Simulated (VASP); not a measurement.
Here is a VASP 6.6.1 calculation.

The input INCAR:

```
  PREC = Accurate
  ENCUT = 500
  EDIFF = 1E-6
  ISMEAR = 0
  SIGMA = 0.02
  LREAL = False
  LASPH = True
  NELM = 120
  ALGO = Normal
  ISIF = 2
  LWAVE = False
  LCHARG = True
  GGA = PE
  LELF = True
  LVHAR = True
  NBANDS = 15
  GGA_COMPAT = False
```

File KPOINTS:

```
Automatic mesh
0
Gamma
  6 6 6
```

The input POSCAR:

```
RbCl
1.0
    0.0000000000      3.2807573149      3.2807573149
    3.2807573149      0.0000000000      3.2807573149
    3.2807573149      3.2807573149      0.0000000000
Rb Cl
1 1
Direct
    0.0000000000      0.0000000000      0.0000000000
    0.5000000000      0.5000000000      0.5000000000
```

Potentials or basis: VASP PAW PBE potentials, release 64 (Rb_sv, Cl).

Command:

```bash
$ cat potpaw_PBE.64/Rb_sv/POTCAR potpaw_PBE.64/Cl/POTCAR > POTCAR
$ mpirun -np 1 vasp_std > vasp.out
```

Problem. What does it give for the band gap on the k mesh?

Solution. 5.03 eV, direct.

Problem. Estimate the pressure.

Solution. 1.0 GPa.
